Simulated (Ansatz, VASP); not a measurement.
## Hf: VASP beside Ansatz

```xyz
1
Lattice="-1.8321 1.8321 1.8592 1.8321 -1.8321 1.8592 1.8321 1.8321 -1.8592" Properties=species:S:1:pos:R:3 pbc="T T T"
Hf    0.0000    0.0000    0.0000
```

Change from the starting cell: strain +0.015 along x and y, +0.030 along z, atoms carried along.

Alike in both runs: task single point; functional PBEsol; k mesh 18 × 18 × 18; occupations gaussian, width 0.15 eV; no spin polarisation.

|  | VASP | Ansatz |
| --- | --- | --- |
| version | VASP 6.6.1 | Ansatz 0.2.0 |
| potentials or method | VASP PAW PBE potentials, release 64 (Hf_pv), cutoff 520 eV | scalar-relativistic, plane waves, PAW |
| valence electrons in the cell | 10 | 26 |

```tsv
	VASP	Ansatz	Ansatz less VASP
gap on the k mesh at the Fermi level (eV)	none	none	-
pressure (GPa)	-13.3	-13.0	+0.32
traceless stress, the component that is largest in VASP (GPa)	0.47	0.46	-0.010
```

VASP's potentials were made for PBE, not for PBEsol. A gap of «none» marks a metal or a gap that the smearing closes. VASP's potentials hold 10 valence electrons a cell and Ansatz's 26, so a difference there can come from the potentials and not from the codes.

Neither program's run includes spin-orbit coupling.
